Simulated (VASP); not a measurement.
# ZnS (F-43m) in VASP: further runs

Runs on ZnS. Level: LDA. Tasks: single point, relaxation of cell and atoms.

All numbers are computed with VASP 6.6.1; they aren't measurements. Logs are shortened: lines on timing, memory, paths and dates and some standing lists are left out, and cuts for length are marked.

### Step 1. The cell of the first run

It takes space group F-43m (No. 216, cubic). Conventional cell: a = 5.297 Å, b = 5.297 Å, c = 5.297 Å, α = 90.00°, β = 90.00°, γ = 90.00°. Zn (site symmetry -43m) has 4 S at 2.29 Å within 3.0 Å. Within 3.0 Å of S (site symmetry -43m) lie 4 Zn at 2.29 Å.

### Step 2. Single point, LDA

Contents of INCAR:

```
SYSTEM = ZnS
  PREC = Accurate
  ENCUT = 520
  EDIFF = 1E-6
  ISMEAR = 0
  SIGMA = 0.01
  LREAL = .FALSE.
  LASPH = .TRUE.
  NELM = 80
  ALGO = Normal
  ISIF = 2
  LWAVE = .FALSE.
  LCHARG = .FALSE.
  GGA = CA
  NBANDS = 16
```

Contents of KPOINTS:

```
Automatic mesh
0
G
  10 10 10
  0 0 0
```

Contents of POSCAR:

```
ZnS
1.0
    0.0000000000      2.6483447010      2.6483447010
    2.6483447010      0.0000000000      2.6483447010
    2.6483447010      2.6483447010      0.0000000000
Zn S
1 1
Direct
    0.0000000000      0.0000000000      0.0000000000
    0.7500000000      0.7500000000      0.7500000000
```

Potentials or basis: VASP PAW LDA potentials, release 64 (Zn, S).

Run with:

```sh
$ cat potpaw_LDA.64/Zn/POTCAR potpaw_LDA.64/S/POTCAR > POTCAR
$ mpirun -np 1 vasp_std > vasp.out
```

OUTCAR:

```text
SYSTEM = ZnS
   PREC = Accurate
   ENCUT = 520
   EDIFF = 1E-6
   ISMEAR = 0
   LREAL = .FALSE.
   LASPH = .TRUE.
   NELM = 80
   ISIF = 2
   GGA = CA

 ion  position               nearest neighbor table
   1  0.000  0.000  0.000-   2 2.29   2 2.29   2 2.29   2 2.29
   2  0.750  0.750  0.750-   1 2.29   1 2.29   1 2.29   1 2.29

  LATTYP: Found a face centered cubic cell.
 ALAT       =     5.2966894020

  Lattice vectors:

 A1 = (   0.0000000000,   2.6483447010,   2.6483447010)
 A2 = (   2.6483447010,   0.0000000000,   2.6483447010)
 A3 = (   2.6483447010,   2.6483447010,   0.0000000000)

Analysis of symmetry for initial positions (statically):
=====================================================================
 Subroutine PRICEL returns:
 Original cell was already a primitive cell.

 Routine SETGRP: Setting up the symmetry group for a
 face centered cubic supercell.

 Subroutine GETGRP returns: Found 24 space group operations
 (whereof 24 operations were pure point group operations)
 out of a pool of 48 trial point group operations.

The static configuration has the point symmetry T_d .

Analysis of symmetry for dynamics (positions and initial velocities):
=====================================================================
 Subroutine PRICEL returns:
 Original cell was already a primitive cell.

 Routine SETGRP: Setting up the symmetry group for a
 face centered cubic supercell.

 Subroutine GETGRP returns: Found 24 space group operations
 (whereof 24 operations were pure point group operations)
 out of a pool of 48 trial point group operations.

The dynamic configuration has the point symmetry T_d .

 Subroutine INISYM returns: Found 24 space group operations
 (whereof 24 operations are pure point group operations),
 and found     1 'primitive' translations

----------------------------------------------------------------------------------------

                                     Primitive cell

  volume of cell :      37.1495

  direct lattice vectors                    reciprocal lattice vectors
     0.000000000  2.648344701  2.648344701    -0.188797176  0.188797176  0.188797176
     2.648344701  0.000000000  2.648344701     0.188797176 -0.188797176  0.188797176
     2.648344701  2.648344701  0.000000000     0.188797176  0.188797176 -0.188797176

  length of vectors
     3.745324994  3.745324994  3.745324994     0.327006301  0.327006301  0.327006301

  position of ions in fractional coordinates (direct lattice)
     0.000000000  0.000000000  0.000000000
     0.750000000  0.750000000  0.750000000

  ion indices of the primitive-cell ions
   primitive index   ion index
                 1           1
                 2           2

----------------------------------------------------------------------------------------

 KPOINTS: Automatic mesh

Automatic generation of k-mesh.
 Grid dimensions read from file:
 generate k-points for:   10   10   10

 Generating k-lattice:

  Cartesian coordinates                     Fractional coordinates (reciprocal lattice)
    -0.018879718  0.018879718  0.018879718     0.100000000  0.000000000  0.000000000
     0.018879718 -0.018879718  0.018879718     0.000000000  0.100000000  0.000000000
     0.018879718  0.018879718 -0.018879718     0.000000000  0.000000000  0.100000000

  Length of vectors
     0.032700630  0.032700630  0.032700630

  Shift w.r.t. Gamma in fractional coordinates (k-lattice)
     0.000000000  0.000000000  0.000000000

 Subroutine IBZKPT returns following result:
 ===========================================

 Found     47 irreducible k-points:

 Following reciprocal coordinates:
            Coordinates               Weight
  0.000000  0.000000  0.000000      1.000000
  0.100000  0.000000  0.000000      8.000000
  0.200000  0.000000  0.000000      8.000000
  0.300000  0.000000  0.000000      8.000000
  0.400000  0.000000  0.000000      8.000000
  0.500000  0.000000  0.000000      4.000000
[... 16 lines left out ...]
  0.300000  0.300000  0.000000      6.000000
  0.400000  0.300000  0.000000     24.000000
 [... further k-points ...]
   k-points           NKPTS =     47   k-points in BZ     NKDIM =     47   number of bands    NBANDS=     16
   number of dos      NEDOS =    301   number of ions     NIONS =      2
   total plane-waves  NPLWV =  21952
   dimension x,y,z NGX =    28 NGY =   28 NGZ =   28
   dimension x,y,z NGXF=    56 NGYF=   56 NGZF=   56
   ions per type =               1   1
   NGX,Y,Z   is equivalent  to a cutoff of  12.43, 12.43, 12.43 a.u.
   NGXF,Y,Z  is equivalent  to a cutoff of  24.86, 24.86, 24.86 a.u.
 SYSTEM =  ZnS
   PREC   = accura    normal or accurate (medium, high low for compatibility)
   ISTART =      0    job   : 0-new  1-cont  2-samecut
   ICHARG =      2    charge: 1-file 2-atom 10-const
   ISPIN  =      1    spin polarized calculation?
   LNONCOLLINEAR =      F non collinear calculations
   LSORBIT =      F    spin-orbit coupling
   LASPH  =      T    aspherical Exc in radial PAW
   ENCUT  =  520.0 eV  38.22 Ry    6.18 a.u.   6.96  6.96  6.96*2*pi/ulx,y,z
   NELM   =     80;   NELMIN=  2; NELMDL= -5     # of ELM steps
   EDIFF  = 0.1E-05   stopping-criterion for ELM
   LREAL  =      F    real-space projection
   EDIFFG = 0.1E-04   stopping-criterion for IOM
   NSW    =      0    number of steps for IOM
   IBRION =     -1    ionic relax: 0-MD 1-quasi-New 2-CG
   NFREE  =      0    steps in history (QN), initial steepest desc. (CG)
   ISIF   =      2    stress and relaxation
   ISYM   =      2    0-nonsym 1-usesym 2-fastsym
   POTIM  = 0.5000    time-step for ionic-motion
   TEBEG  =    0.0;   TEEND  =   0.0 temperature during run
   PSTRESS=    0.0 pullay stress
   NELECT =      18.0000    total number of electrons
   NUPDOWN=      -1.0000    fix difference up-down
   EMIN   =  10.00;   EMAX   =-10.00  energy-range for DOS
   EFERMI =   0.00;   METHOD = LEGACY
   ISMEAR =     0;   SIGMA  =   0.01  broadening in eV -4-tet -1-fermi 0-gaus
   EFERMI_NEDOS =   21; number of points for ismear=-14 and -15
   IALGO  =     38    algorithm
   IMIX   =      4    mixing-type and parameters
     AMIX     =   0.40;   BMIX     =  1.00
     AMIX_MAG =   1.60;   BMIX_MAG =  1.00
  volume/ion in A,a.u.               =      18.57       125.35
  Fermi-wavevector in a.u.,A,eV,Ry     =   1.285823  2.429853 22.495064  1.653341
  Thomas-Fermi vector in A             =   2.417934
   LORBIT       =      0    0 simple, 1 ext, 2 COOP (PROOUT), +10 PAW based schemes
   GGA     = CA    functional components
   LHFCALC =     F    Hartree Fock is set to
   AEXX    =    0.0000 exact exchange contribution
   IVDW    =     0    specifies the selected vdW correction
   LEPSILON=     F    determine dielectric tensor
   LRPA    =     F    only Hartree local field effects (RPA)
 non-spin polarized calculation
 Gauss-broadening in eV      SIGMA  =   0.01
  energy-cutoff  :      520.00
  volume of cell :       37.15
 maximum number of plane-waves:      1010
   NGX = 13   NGY = 13   NGZ = 13

 number of electron      18.0000014 magnetization

 Free energy of the ion-electron system (eV)
  ---------------------------------------------------
  ext. energy  EPLUGINS =         0.00000000
  ---------------------------------------------------
  free energy    TOTEN  =        -8.20787036 eV

  energy without entropy =       -8.20787036  energy(sigma->0) =       -8.20787036

 E-fermi :   2.6426     XC(G=0): -10.3167

 val. band max:        2.5139619834   @ k =   0.0000   0.0000   0.0000
 cond. band min:       4.6744844236   @ k =   0.0000   0.0000   0.0000
 fundamental gap:      2.1605224402
 Fermi energy:         2.6425658700

 k-point     1 :       0.0000    0.0000    0.0000
  band No.  band energies     occupation
      1     -11.0341      2.00000
      2      -4.2429      2.00000
      3      -4.2429      2.00000
      4      -4.2429      2.00000
      5      -3.6896      2.00000
      6      -3.6896      2.00000
[... 8 lines left out ...]
     15      14.3402      0.00000
     16      14.3740      0.00000

 k-point     2 :       0.1000    0.0000    0.0000
  band No.  band energies     occupation
      1     -10.9486      2.00000
      2      -4.2462      2.00000
      3      -4.2275      2.00000
      4      -4.2275      2.00000
      5      -3.6912      2.00000
      6      -3.6912      2.00000
[... 8 lines left out ...]
     15      13.8388      0.00000
     16      14.9747      0.00000

 k-point     3 :       0.2000    0.0000    0.0000
  band No.  band energies     occupation
      1     -10.7116      2.00000
      2      -4.2363      2.00000
      3      -4.1896      2.00000
      4      -4.1896      2.00000
      5      -3.6916      2.00000
      6      -3.6916      2.00000
[... 8 lines left out ...]
     15      13.3799      0.00000
     16      14.9254      0.00000

 k-point     4 :       0.3000    0.0000    0.0000
  band No.  band energies     occupation
      1     -10.3863      2.00000
      2      -4.1547      2.00000
      3      -4.1495      2.00000
      4      -4.1495      2.00000
      5      -3.6821      2.00000
      6      -3.6821      2.00000
[... 8 lines left out ...]
     15      13.7768      0.00000
     16      14.3421      0.00000

 k-point     5 :       0.4000    0.0000    0.0000
  band No.  band energies     occupation
      1     -10.0891      2.00000
      2      -4.1243      2.00000
      3      -4.1243      2.00000
      4      -3.9079      2.00000
      5      -3.6643      2.00000
      6      -3.6643      2.00000
[... 8 lines left out ...]
     15      14.9923      0.00000
     16      14.9923      0.00000

 k-point     6 :       0.5000    0.0000    0.0000
  band No.  band energies     occupation
      1      -9.9655      2.00000
      2      -4.1167      2.00000
      3      -4.1167      2.00000
      4      -3.6548      2.00000
      5      -3.6548      2.00000
      6      -3.4698      2.00000
[... 8 lines left out ...]
     15      16.0608      0.00000
     16      16.0608      0.00000

 k-point     7 :       0.1000    0.1000    0.0000
  band No.  band energies     occupation
      1     -10.9201      2.00000
      2      -4.2611      2.00000
      3      -4.2152      2.00000
      4      -4.2152      2.00000
      5      -3.7029      2.00000
      6      -3.6812      2.00000
[... 8 lines left out ...]
     15      14.4732      0.00000
     16      15.2935      0.00000

 k-point     8 :       0.2000    0.1000    0.0000
  band No.  band energies     occupation
      1     -10.7333      2.00000
      2      -4.2674      2.00000
      3      -4.1794      2.00000
      4      -4.1774      2.00000
      5      -3.7129      2.00000
      6      -3.6738      2.00000
[... 8 lines left out ...]
     15      14.3077      0.00000
     16      15.9918      0.00000

 k-point     9 :       0.3000    0.1000    0.0000
  band No.  band energies     occupation
      1     -10.4355      2.00000
      2      -4.2260      2.00000
      3      -4.1336      2.00000
      4      -4.1297      2.00000
      5      -3.7082      2.00000
      6      -3.6640      2.00000
[... 8 lines left out ...]
     15      14.4952      0.00000
     16      15.3926      0.00000
[... 172 lines left out ...]
 k-point    19 :       0.5000    0.2000    0.0000
  band No.  band energies     occupation
      1      -9.8549      2.00000
      2      -4.1435      2.00000
      3      -4.0314      2.00000
      4      -3.8542      2.00000
      5      -3.6453      2.00000
      6      -3.5157      2.00000
[... 8 lines left out ...]
     15      16.1300      0.00000
     16      17.1608      0.00000

 k-point    20 :      -0.4000    0.2000    0.0000
  band No.  band energies     occupation
      1      -9.8263      2.00000
      2      -4.1203      2.00000
      3      -4.0409      2.00000
      4      -3.7597      2.00000
      5      -3.6720      2.00000
      6      -3.4570      2.00000
[... 8 lines left out ...]
     15      14.5839      0.00000
     16      16.9736      0.00000

 k-point    21 :      -0.3000    0.2000    0.0000
  band No.  band energies     occupation
      1      -9.9969      2.00000
      2      -4.1147      2.00000
      3      -4.0725      2.00000
      4      -3.9476      2.00000
      5      -3.7028      2.00000
      6      -3.6197      2.00000
[... 8 lines left out ...]
     15      15.8230      0.00000
     16      17.1231      0.00000

 k-point    22 :      -0.2000    0.2000    0.0000
  band No.  band energies     occupation
      1     -10.2763      2.00000
      2      -4.1533      2.00000
      3      -4.1209      2.00000
      4      -4.1166      2.00000
      5      -3.7161      2.00000
      6      -3.6462      2.00000
[... 8 lines left out ...]
     15      15.5107      0.00000
     16      17.2175      0.00000

 k-point    23 :       0.3000    0.3000    0.0000
  band No.  band energies     occupation
      1     -10.1685      2.00000
      2      -4.3277      2.00000
      3      -4.0204      2.00000
      4      -4.0204      2.00000
      5      -3.7300      2.00000
      6      -3.6322      2.00000
[... 8 lines left out ...]
     15      15.4428      0.00000
     16      19.4177      0.00000

 k-point    24 :       0.4000    0.3000    0.0000
  band No.  band energies     occupation
      1      -9.9338      2.00000
      2      -4.2954      2.00000
      3      -3.9700      2.00000
      4      -3.9627      2.00000
      5      -3.6681      2.00000
      6      -3.6233      2.00000
[... 8 lines left out ...]
     15      16.0174      0.00000
     16      18.6399      0.00000

 [... further k-points ...]
[... 5 lines left out ...]
  --------------------------------------------------------------------------------------
  -------------------------------------------------------------------------------------
  Total        0.0548513      0.0548513      0.0548513      0.0000000      0.0000000      0.0000000
  in kB        2.3656154      2.3656154      2.3656154      0.0000000      0.0000000      0.0000000
  external PRESSURE =       2.3656154 kB  Pullay stress =       0.0000000 kB

 VOLUME and BASIS-vectors are now :
 -----------------------------------------------------------------------------
  energy-cutoff  :      520.00
  volume of cell :       37.15
      direct lattice vectors                 reciprocal lattice vectors
     0.000000000  2.648344701  2.648344701    -0.188797176  0.188797176  0.188797176
     2.648344701  0.000000000  2.648344701     0.188797176 -0.188797176  0.188797176
     2.648344701  2.648344701  0.000000000     0.188797176  0.188797176 -0.188797176

 POSITION                                       TOTAL-FORCE (eV/Angst)
 -----------------------------------------------------------------------------------
      0.00000      0.00000      0.00000        -0.000000     -0.000000     -0.000000
      3.97252      3.97252      3.97252         0.000000      0.000000      0.000000
 -----------------------------------------------------------------------------------
    total drift:                               -0.000001     -0.000001     -0.000001

  FREE ENERGIE OF THE ION-ELECTRON SYSTEM (eV)
  ---------------------------------------------------
  free  energy   TOTEN  =        -8.2078703563 eV

  energy  without entropy=       -8.2078703563  energy(sigma->0) =       -8.20787036
```

Run time: 42 s. Hardware: 1 thread of Intel Xeon 8259CL, shared host; peak memory 0.15 GiB.

What came out:

```
Free energy            : -8.2079 eV
Pressure               : 0.2 GPa
Band gap on the k mesh : 2.16 eV
```

Levels at points of the mesh, in eV from the valence-band top:
```tsv
k point	band 7	band 8	band 9	band 10	band 11	band 12
(0.00, 0.00, 0.00)	0.00	0.00	0.00	2.16	6.21	6.21
(0.50, 0.00, 0.00)	-5.78	-0.97	-0.97	3.23	6.76	6.76
(0.50, 0.50, 0.00)	-4.91	-2.47	-2.47	3.06	3.89	11.16
```

### Step 3. Relaxation of cell and atoms, LDA

Contents of INCAR:

```
SYSTEM = ZnS
PREC     = Accurate       ! precision mode
ENCUT    = 600            ! plane-wave cutoff, eV
EDIFF    = 1E-6           ! SCF threshold, eV
ISMEAR   = 0              ! smearing method
SIGMA    = 0.01           ! smearing width, eV
LREAL    = .FALSE.        ! projectors in reciprocal space
LASPH    = .TRUE.         ! aspherical terms in the spheres
NELM     = 60             ! most SCF steps
ALGO     = Normal         ! electronic algorithm
ISIF     = 3              ! what is computed and relaxed
LWAVE    = .FALSE.        ! write WAVECAR
LCHARG   = .FALSE.        ! write CHGCAR
GGA      = CA             ! functional
IBRION   = 2              ! ionic algorithm
NSW      = 80             ! ionic steps
EDIFFG   = -0.001         ! ionic threshold
```

Contents of KPOINTS:

```
regular mesh
0
G
  10 10 10
  0 0 0
```

POSCAR is that of step 2.

Potentials or basis: VASP PAW LDA potentials, release 64 (Zn, S).

Run with:

```sh
$ cat potpaw_LDA.64/Zn/POTCAR potpaw_LDA.64/S/POTCAR > POTCAR
$ mpirun -np 1 vasp_std > vasp.out
```

It took 1.9 min on 1 thread of Intel Xeon 8259CL, shared host; peak memory 0.17 GiB.

Results (log left out):

* Free energy: -8.2081 eV
* Relaxed volume: 18.63 Å³/atom
* Relaxed cell: a = 3.749 Å, b = 3.749 Å, c = 3.749 Å, α = 60.00°, β = 60.00°, γ = 60.00°
* Space group after relaxing (to 0.1 Å): F-43m (No. 216)
* Energy gained by relaxing: 0.0 meV/atom
* Ionic steps: 6
* Pressure after relaxing: 0.0 GPa
* Band gap on the k mesh: 2.15 eV

Final structure:
```
CELL_PARAMETERS angstrom
0.00000 2.65076 2.65076
2.65076 0.00000 2.65076
2.65076 2.65076 0.00000
ATOMIC_POSITIONS crystal
Zn 0.00000 0.00000 0.00000
S 0.75000 0.75000 0.75000
```

Levels at points of the mesh, in eV from the valence-band top:
| k point | band 6 | band 7 | band 8 | band 9 | band 10 | band 11 | band 12 | band 13 |
| --- | --- | --- | --- | --- | --- | --- | --- | --- |
| (0.00, 0.00, 0.00) | -6.19 | 0.00 | 0.00 | 0.00 | 2.15 | 6.21 | 6.21 | 6.21 |
| (0.50, 0.00, 0.00) | -5.97 | -5.76 | -0.96 | -0.96 | 3.23 | 6.76 | 6.76 | 8.84 |
| (0.50, 0.50, 0.00) | -5.95 | -4.90 | -2.46 | -2.46 | 3.06 | 3.89 | 11.14 | 12.18 |

(Part 1 of 2 ends here.)
